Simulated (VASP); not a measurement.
# PbO2 (Fd-3m) in VASP: notebook, part 2 of 2

VASP 6.6.1. Earlier steps stand in the parts before.

## 3. Single point, LDA

File INCAR:

```
SYSTEM = PbO2
ALGO = Normal
EDIFF = 1E-6
ENCUT = 520
ISIF = 2
ISMEAR = 0
LASPH = .True.
LCHARG = .False.
LREAL = .False.
LWAVE = .False.
NBANDS = 64
NELM = 60
PREC = Accurate
SIGMA = 0.02
```

File KPOINTS:

```
k-points
0
Gamma
  6 6 6
  0 0 0
```

File POSCAR:

```
PbO2
1.0
    0.0000000000      4.7779994511      4.7779994511
    4.7779994511      0.0000000000      4.7779994511
    4.7779994511      4.7779994511      0.0000000000
Pb O
4 8
Direct
    0.1250000000      0.1250000000      0.1250000000
    0.1250000000      0.1250000000      0.6250000000
    0.1250000000      0.6250000000      0.1250000000
    0.6250000000      0.1250000000      0.1250000000
    0.9235795125      0.3588068292      0.3588068292
    0.3588068292      0.3588068292      0.3588068292
    0.3264204875      0.8911931708      0.8911931708
    0.8911931708      0.8911931708      0.3264204875
    0.8911931708      0.8911931708      0.8911931708
    0.8911931708      0.3264204875      0.8911931708
    0.3588068292      0.3588068292      0.9235795125
    0.3588068292      0.9235795125      0.3588068292
```

Potentials or basis: VASP PAW LDA potentials, release 64 (Pb_d, O).

Launch:

```bash
$ cat potpaw_LDA.64/Pb_d/POTCAR potpaw_LDA.64/O/POTCAR > POTCAR
$ mpirun -np 1 vasp_std > vasp.out
```

OUTCAR:

```text
SYSTEM = PbO2
   EDIFF = 1E-6
   ENCUT = 520
   ISIF = 2
   ISMEAR = 0
   LASPH = .True.
   LREAL = .False.
   NELM = 60
   PREC = Accurate

 ion  position               nearest neighbor table
   1  0.125  0.125  0.125-   8 2.24  11 2.24   5 2.24  10 2.24   7 2.24  12 2.24   2 3.38   3 3.38
                             4 3.38   2 3.38   3 3.38   4 3.38
   2  0.125  0.125  0.625-   5 2.24   7 2.24  10 2.24  12 2.24   6 2.24   9 2.24   1 3.38   1 3.38
                             3 3.38   4 3.38   3 3.38   4 3.38
   3  0.125  0.625  0.125-   5 2.24   7 2.24   8 2.24  11 2.24   9 2.24   6 2.24   1 3.38   2 3.38
                             1 3.38   2 3.38   4 3.38   4 3.38
   4  0.625  0.125  0.125-   8 2.24  10 2.24  11 2.24  12 2.24   9 2.24   6 2.24   1 3.38   2 3.38
                             3 3.38   1 3.38   2 3.38   3 3.38
   5  0.924  0.359  0.359-   2 2.24   3 2.24   1 2.24
   6  0.359  0.359  0.359-   2 2.24   3 2.24   4 2.24
   7  0.326  0.891  0.891-   2 2.24   3 2.24   1 2.24
   8  0.891  0.891  0.326-   3 2.24   4 2.24   1 2.24
   9  0.891  0.891  0.891-   2 2.24   3 2.24   4 2.24
  10  0.891  0.326  0.891-   2 2.24   4 2.24   1 2.24
  11  0.359  0.359  0.924-   3 2.24   4 2.24   1 2.24
  12  0.359  0.924  0.359-   2 2.24   4 2.24   1 2.24

  LATTYP: Found a face centered cubic cell.
 ALAT       =     9.5559989022

  Lattice vectors:

 A1 = (   0.0000000000,   4.7779994511,   4.7779994511)
 A2 = (   4.7779994511,   0.0000000000,   4.7779994511)
 A3 = (   4.7779994511,   4.7779994511,   0.0000000000)

Analysis of symmetry for initial positions (statically):
=====================================================================
 Subroutine PRICEL returns:
 Original cell was already a primitive cell.

 Routine SETGRP: Setting up the symmetry group for a
 face centered cubic supercell.

 Subroutine GETGRP returns: Found 48 space group operations
 (whereof 24 operations were pure point group operations)
 out of a pool of 48 trial point group operations.

The static configuration has the point symmetry T_d .
 The point group associated with its full space group is O_h .

[... 156 lines left out ...]
 Gauss-broadening in eV      SIGMA  =   0.02
  energy-cutoff  :      520.00
  volume of cell :      218.16
 maximum number of plane-waves:      5961
   NGX = 25   NGY = 25   NGZ = 25

 number of electron     104.0000022 magnetization

 Free energy of the ion-electron system (eV)
  ---------------------------------------------------
  ext. energy  EPLUGINS =         0.00000000
  ---------------------------------------------------
  free energy    TOTEN  =       -70.72063380 eV

  energy without entropy =      -70.72063380  energy(sigma->0) =      -70.72063380

 E-fermi :   1.2563     XC(G=0):  -9.5403

 val. band max:        1.0906279431   @ k =   0.0000   0.0000   0.0000
 cond. band min:       1.6423027064   @ k =   0.0000   0.0000   0.0000
 fundamental gap:      0.5516747634
 Fermi energy:         1.2562745772

 k-point     1 :       0.0000    0.0000    0.0000
  band No.  band energies     occupation
      1     -16.5120      2.00000
      2     -16.4148      2.00000
      3     -16.4148      2.00000
      4     -16.4148      2.00000
      5     -15.2224      2.00000
      6     -14.8025      2.00000
[... 1061 lines left out ...]
     63       9.8168      0.00000
     64       9.8174      0.00000

------------------------ aborting loop because EDIFF is reached ----------------------------------------

  FORCE on cell =-STRESS in cart. coord.  units (eV):
  Direction    XX          YY          ZZ          XY          YZ          ZX
  --------------------------------------------------------------------------------------
  -------------------------------------------------------------------------------------
  Total       -8.5804814     -8.5804814     -8.5804814      0.0000000      0.0000000      0.0000000
  in kB      -63.0164526    -63.0164526    -63.0164526      0.0000000      0.0000000      0.0000000
  external PRESSURE =     -63.0164526 kB  Pullay stress =       0.0000000 kB

 VOLUME and BASIS-vectors are now :
 -----------------------------------------------------------------------------
  energy-cutoff  :      520.00
  volume of cell :      218.16
      direct lattice vectors                 reciprocal lattice vectors
     0.000000000  4.777999451  4.777999451    -0.104646308  0.104646308  0.104646308
     4.777999451  0.000000000  4.777999451     0.104646308 -0.104646308  0.104646308
     4.777999451  4.777999451  0.000000000     0.104646308  0.104646308 -0.104646308

 POSITION                                       TOTAL-FORCE (eV/Angst)
 -----------------------------------------------------------------------------------
      1.19450      1.19450      1.19450        -0.000000     -0.000000     -0.000000
      3.58350      3.58350      1.19450        -0.000000     -0.000000     -0.000000
      3.58350      1.19450      3.58350        -0.000000     -0.000000     -0.000000
      1.19450      3.58350      3.58350        -0.000000     -0.000000     -0.000000
      3.42876      6.12724      6.12724        -0.296842      0.296842      0.296842
      3.42876      3.42876      3.42876        -0.296842     -0.296842     -0.296842
      8.51624      5.81776      5.81776         0.296842     -0.296842     -0.296842
      5.81776      5.81776      8.51624        -0.296842     -0.296842      0.296842
      8.51624      8.51624      8.51624         0.296842      0.296842      0.296842
      5.81776      8.51624      5.81776        -0.296842      0.296842     -0.296842
      6.12724      6.12724      3.42876         0.296842      0.296842     -0.296842
      6.12724      3.42876      6.12724         0.296842     -0.296842      0.296842
 -----------------------------------------------------------------------------------
    total drift:                               -0.000000     -0.000000      0.000000

  FREE ENERGIE OF THE ION-ELECTRON SYSTEM (eV)
  ---------------------------------------------------
  free  energy   TOTEN  =       -70.7206337995 eV

  energy  without entropy=      -70.7206337995  energy(sigma->0) =      -70.72063380
```

stdout:

```text
POSCAR found type information on POSCAR PbO
 POSCAR found :  2 types and      12 ions
 scaLAPACK will be used
 LDA part: xc-table for (Slater(with rela. corr.)+CA(PZ))
 , standard interpolation
 POSCAR, INCAR and KPOINTS ok, starting setup
 FFT: planning ... GRIDC
 FFT: planning ... GRID_SOFT
 FFT: planning ... GRID
 WAVECAR not read
 entering main loop
```

Wall time 8.9 min (1 thread of Oxide Virtual Turin-like, shared host); peak memory 0.33 GiB.

Results:

```yaml
Free_energy: -70.7206 eV
Pressure: -6.3 GPa
Largest_force: 0.514 eV/Å
Band_gap_on_the_k_mesh: 0.55 eV
```

Forces in eV/Å, atoms in the order of the input:
```
Pb   0.000  0.000  0.000
Pb   0.000  0.000  0.000
Pb   0.000  0.000  0.000
Pb   0.000  0.000  0.000
O   -0.297  0.297  0.297
O   -0.297 -0.297 -0.297
O    0.297 -0.297 -0.297
O   -0.297 -0.297  0.297
O    0.297  0.297  0.297
O   -0.297  0.297 -0.297
O    0.297  0.297 -0.297
O    0.297 -0.297  0.297
```

Levels at points of the mesh, in eV from the valence-band top:
```
           k point  band 48  band 49  band 50  band 51  band 52  band 53  band 54  band 55  band 56  band 57
(0.00, 0.00, 0.00)    -0.32    -0.32     0.00     0.00     0.00     0.55     2.95     2.95     2.95     5.17
(0.50, 0.00, 0.00)    -0.26    -0.26    -0.23    -0.23    -0.21     1.81     2.89     3.17     3.17     5.13
(0.50, 0.50, 0.00)    -0.49    -0.43    -0.43    -0.07    -0.07     2.42     2.42     3.30     3.30     6.41
```

Caveat: the cell stands under tension; spin-orbit coupling is left out, which moves the levels of the heavy elements. A k mesh can miss the band edges.

## 4. Single point, r2SCAN

POSCAR is that of step 3.

File INCAR.step1:

```
SYSTEM = PbO2
ALGO = Normal ; EDIFF = 1E-4
ENCUT = 520 ; GGA = PE
ISMEAR = 0 ; LASPH = .True.
LCHARG = .False. ; LREAL = .False.
LWAVE = .True. ; NBANDS = 64
NELM = 80 ; PREC = Accurate
SIGMA = 0.02
```

File INCAR.step2:

```
SYSTEM = PbO2
ALGO = Normal ; EDIFF = 1E-6
ENCUT = 520 ; ISIF = 2
ISMEAR = 0 ; ISTART = 1
LASPH = .True. ; LCHARG = .False.
LMIXTAU = .True. ; LREAL = .False.
LWAVE = .False. ; METAGGA = R2SCAN
NBANDS = 64 ; NELM = 80
PREC = Accurate ; SIGMA = 0.02
```

KPOINTS is that of step 3.

Potentials or basis: VASP PAW PBE potentials, release 64 (Pb_d, O).

Launch:

```bash
$ cat potpaw_PBE.64/Pb_d/POTCAR potpaw_PBE.64/O/POTCAR > POTCAR
$ cp INCAR.step1 INCAR
$ mpirun -np 1 vasp_std > vasp.out
$ cp INCAR.step2 INCAR
$ mpirun -np 1 vasp_std > vasp.out
```

OUTCAR:

```text
SYSTEM = PbO2
   EDIFF = 1E-6
   ENCUT = 520
   ISIF = 2
   ISMEAR = 0
   ISTART = 1
   LASPH = .True.
   LREAL = .False.
   METAGGA = R2SCAN
   NELM = 80
   PREC = Accurate

 ion  position               nearest neighbor table
   1  0.125  0.125  0.125-   8 2.24  11 2.24   5 2.24  10 2.24   7 2.24  12 2.24   2 3.38   3 3.38
                             4 3.38   2 3.38   3 3.38   4 3.38
   2  0.125  0.125  0.625-   5 2.24   7 2.24  10 2.24  12 2.24   6 2.24   9 2.24   1 3.38   1 3.38
                             3 3.38   4 3.38   3 3.38   4 3.38
   3  0.125  0.625  0.125-   5 2.24   7 2.24   8 2.24  11 2.24   9 2.24   6 2.24   1 3.38   2 3.38
                             1 3.38   2 3.38   4 3.38   4 3.38
   4  0.625  0.125  0.125-   8 2.24  10 2.24  11 2.24  12 2.24   9 2.24   6 2.24   1 3.38   2 3.38
                             3 3.38   1 3.38   2 3.38   3 3.38
   5  0.924  0.359  0.359-   2 2.24   3 2.24   1 2.24
   6  0.359  0.359  0.359-   2 2.24   3 2.24   4 2.24
   7  0.326  0.891  0.891-   2 2.24   3 2.24   1 2.24
   8  0.891  0.891  0.326-   3 2.24   4 2.24   1 2.24
   9  0.891  0.891  0.891-   2 2.24   3 2.24   4 2.24
  10  0.891  0.326  0.891-   2 2.24   4 2.24   1 2.24
  11  0.359  0.359  0.924-   3 2.24   4 2.24   1 2.24
  12  0.359  0.924  0.359-   2 2.24   4 2.24   1 2.24

  LATTYP: Found a face centered cubic cell.
 ALAT       =     9.5559989022

  Lattice vectors:

 A1 = (   0.0000000000,   4.7779994511,   4.7779994511)
 A2 = (   4.7779994511,   0.0000000000,   4.7779994511)
 A3 = (   4.7779994511,   4.7779994511,   0.0000000000)

Analysis of symmetry for initial positions (statically):
=====================================================================
 Subroutine PRICEL returns:
 Original cell was already a primitive cell.

 Routine SETGRP: Setting up the symmetry group for a
 face centered cubic supercell.

 Subroutine GETGRP returns: Found 48 space group operations
 (whereof 24 operations were pure point group operations)
 out of a pool of 48 trial point group operations.

The static configuration has the point symmetry T_d .
 The point group associated with its full space group is O_h .

Analysis of symmetry for dynamics (positions and initial velocities):
=====================================================================
 Subroutine PRICEL returns:
 Original cell was already a primitive cell.

 Routine SETGRP: Setting up the symmetry group for a
 face centered cubic supercell.

 Subroutine GETGRP returns: Found 48 space group operations
 (whereof 24 operations were pure point group operations)
 out of a pool of 48 trial point group operations.

The dynamic configuration has the point symmetry T_d .
 The point group associated with its full space group is O_h .

 Subroutine INISYM returns: Found 48 space group operations
 (whereof 24 operations are pure point group operations),
 and found     1 'primitive' translations

----------------------------------------------------------------------------------------

                                     Primitive cell

  volume of cell :     218.1566

  direct lattice vectors                    reciprocal lattice vectors
     0.000000000  4.777999451  4.777999451    -0.104646308  0.104646308  0.104646308
[... 66 lines left out ...]
  0.500000  0.000000  0.000000      4.000000
  0.166667  0.166667  0.000000      6.000000
  0.333333  0.166667  0.000000     24.000000
[... 8 lines left out ...]
 -0.333333  0.333333  0.166667     24.000000
 -0.333333  0.500000  0.166667     12.000000
   k-points           NKPTS =     16   k-points in BZ     NKDIM =     16   number of bands    NBANDS=     64
   number of dos      NEDOS =    301   number of ions     NIONS =     12
   total plane-waves  NPLWV = 125000
   dimension x,y,z NGX =    50 NGY =   50 NGZ =   50
   dimension x,y,z NGXF=   100 NGYF=  100 NGZF=  100
   ions per type =               4   8
   NGX,Y,Z   is equivalent  to a cutoff of  12.30, 12.30, 12.30 a.u.
   NGXF,Y,Z  is equivalent  to a cutoff of  24.60, 24.60, 24.60 a.u.
 SYSTEM =  PbO2
   PREC   = accura    normal or accurate (medium, high low for compatibility)
   ISTART =      1    job   : 0-new  1-cont  2-samecut
   ICHARG =      0    charge: 1-file 2-atom 10-const
   ISPIN  =      1    spin polarized calculation?
   LNONCOLLINEAR =      F non collinear calculations
   LSORBIT =      F    spin-orbit coupling
   LASPH  =      T    aspherical Exc in radial PAW
   ENCUT  =  520.0 eV  38.22 Ry    6.18 a.u.  12.56 12.56 12.56*2*pi/ulx,y,z
   NELM   =     80;   NELMIN=  2; NELMDL=  0     # of ELM steps
   EDIFF  = 0.1E-05   stopping-criterion for ELM
   LREAL  =      F    real-space projection
[... 7 lines left out ...]
   TEBEG  =    0.0;   TEEND  =   0.0 temperature during run
   PSTRESS=    0.0 pullay stress
   NELECT =     104.0000    total number of electrons
   NUPDOWN=      -1.0000    fix difference up-down
   EMIN   =  10.00;   EMAX   =-10.00  energy-range for DOS
   EFERMI =   0.00;   METHOD = LEGACY
   ISMEAR =     0;   SIGMA  =   0.02  broadening in eV -4-tet -1-fermi 0-gaus
   EFERMI_NEDOS =   21; number of points for ismear=-14 and -15
   IALGO  =     38    algorithm
   IMIX   =      4    mixing-type and parameters
     AMIX     =   0.40;   BMIX     =  1.00
     AMIX_MAG =   1.60;   BMIX_MAG =  1.00
  volume/ion in A,a.u.               =      18.18       122.68
  Fermi-wavevector in a.u.,A,eV,Ry     =   1.278880  2.416733 22.252797  1.635534
  Thomas-Fermi vector in A             =   2.411398
   LORBIT       =      0    0 simple, 1 ext, 2 COOP (PROOUT), +10 PAW based schemes
   METAGGA = R2SCAN    functional components
   LHFCALC =     F    Hartree Fock is set to
   AEXX    =    0.0000 exact exchange contribution
   IVDW    =     0    specifies the selected vdW correction
   LEPSILON=     F    determine dielectric tensor
   LRPA    =     F    only Hartree local field effects (RPA)
 non-spin polarized calculation
 Gauss-broadening in eV      SIGMA  =   0.02
  energy-cutoff  :      520.00
  volume of cell :      218.16
 maximum number of plane-waves:      5961
   NGX = 25   NGY = 25   NGZ = 25

 number of electron     104.0000022 magnetization

 Free energy of the ion-electron system (eV)
  ---------------------------------------------------
  ext. energy  EPLUGINS =         0.00000000
  ---------------------------------------------------
  free energy    TOTEN  =      -282.15349818 eV

  energy without entropy =     -282.15349818  energy(sigma->0) =     -282.15349818

 E-fermi :   1.0819     XC(G=0):  -9.5681

 val. band max:        0.9535004088   @ k =   0.0000   0.0000   0.0000
 cond. band min:       1.8441981798   @ k =   0.0000   0.0000   0.0000
 fundamental gap:      0.8906977710
 Fermi energy:         1.0819293822

 k-point     1 :       0.0000    0.0000    0.0000
  band No.  band energies     occupation
      1     -17.7137      2.00000
      2     -17.5641      2.00000
      3     -17.5641      2.00000
      4     -17.5641      2.00000
      5     -16.6071      2.00000
      6     -16.2232      2.00000
[... 1061 lines left out ...]
     63      10.6213      0.00000
     64      10.6213      0.00000

------------------------ aborting loop because EDIFF is reached ----------------------------------------

  FORCE on cell =-STRESS in cart. coord.  units (eV):
  Direction    XX          YY          ZZ          XY          YZ          ZX
  --------------------------------------------------------------------------------------
  -------------------------------------------------------------------------------------
  Total       -5.3224550     -5.3224550     -5.3224550      0.0000000      0.0000000     -0.0000000
  in kB      -39.0889762    -39.0889762    -39.0889762      0.0000000      0.0000000     -0.0000000
  external PRESSURE =     -39.0889762 kB  Pullay stress =       0.0000000 kB

 VOLUME and BASIS-vectors are now :
 -----------------------------------------------------------------------------
  energy-cutoff  :      520.00
  volume of cell :      218.16
      direct lattice vectors                 reciprocal lattice vectors
     0.000000000  4.777999451  4.777999451    -0.104646308  0.104646308  0.104646308
     4.777999451  0.000000000  4.777999451     0.104646308 -0.104646308  0.104646308
     4.777999451  4.777999451  0.000000000     0.104646308  0.104646308 -0.104646308

 POSITION                                       TOTAL-FORCE (eV/Angst)
 -----------------------------------------------------------------------------------
      1.19450      1.19450      1.19450        -0.000000     -0.000000     -0.000000
      3.58350      3.58350      1.19450        -0.000000     -0.000000     -0.000000
      3.58350      1.19450      3.58350        -0.000000     -0.000000     -0.000000
      1.19450      3.58350      3.58350        -0.000000     -0.000000     -0.000000
      3.42876      6.12724      6.12724        -0.214641      0.214641      0.214641
      3.42876      3.42876      3.42876        -0.214641     -0.214641     -0.214641
      8.51624      5.81776      5.81776         0.214641     -0.214641     -0.214641
      5.81776      5.81776      8.51624        -0.214641     -0.214641      0.214641
      8.51624      8.51624      8.51624         0.214641      0.214641      0.214641
      5.81776      8.51624      5.81776        -0.214641      0.214641     -0.214641
      6.12724      6.12724      3.42876         0.214641      0.214641     -0.214641
      6.12724      3.42876      6.12724         0.214641     -0.214641      0.214641
 -----------------------------------------------------------------------------------
    total drift:                               -0.000000     -0.000000      0.000000

  FREE ENERGIE OF THE ION-ELECTRON SYSTEM (eV)
  ---------------------------------------------------
  free  energy   TOTEN  =      -282.1534981820 eV

  energy  without entropy=     -282.1534981820  energy(sigma->0) =     -282.15349818
```

It took 36 min on 1 thread of Oxide Virtual Turin-like, shared host; peak memory 0.44 GiB.

What came out:

* Free energy: -282.1535 eV
* Pressure: -3.9 GPa
* Largest force: 0.372 eV/Å
* Band gap on the k mesh: 0.89 eV

Forces on the atoms (eV/Å):
```
Pb   0.000  0.000  0.000
Pb   0.000  0.000  0.000
Pb   0.000  0.000  0.000
Pb   0.000  0.000  0.000
O   -0.215  0.215  0.215
O   -0.215 -0.215 -0.215
O    0.215 -0.215 -0.215
O   -0.215 -0.215  0.215
O    0.215  0.215  0.215
O   -0.215  0.215 -0.215
O    0.215  0.215 -0.215
O    0.215 -0.215  0.215
```

Levels at points of the mesh, in eV from the valence-band top:
```tsv
k point	band 50	band 51	band 52	band 53	band 54	band 55
(0.00, 0.00, 0.00)	0.00	0.00	0.00	0.89	3.42	3.42
(0.50, 0.00, 0.00)	-0.23	-0.23	-0.19	2.17	3.33	3.64
(0.50, 0.50, 0.00)	-0.36	-0.06	-0.06	2.82	2.82	3.77
```

Caveat: the cell stands under tension; the PAW data sets were made with another functional, which shifts forces and pressure a little; spin-orbit coupling is left out, which moves the levels of the heavy elements.

## 5. Summary

| level | potentials or basis | gap on the mesh (eV) | pressure (GPa) | largest force (eV/Å) |
| --- | --- | --- | --- | --- |
| PBE | VASP PAW PBE potentials, release 64 (Pb_d, O) | 0.64 | 0.3 | 0.04 |
| LDA | VASP PAW LDA potentials, release 64 (Pb_d, O) | 0.55 | -6.3 | 0.51 |
| r2SCAN | VASP PAW PBE potentials, release 64 (Pb_d, O) | 0.89 | -3.9 | 0.37 |

Alike in all rows: task single point; no spin polarisation; cell a = 6.757 Å, angles 60.0°, 12 atoms; k mesh 6 × 6 × 6; cutoff (eV) 520; smearing gaussian 0.02 eV.

Caveats: spin-orbit coupling is left out, which moves the levels of the heavy elements; the cell stands under tension (at least some runs); the PAW data sets were made with another functional, which shifts forces and pressure a little (at least some runs).

Absolute energies hang on the potentials; compare differences alone.
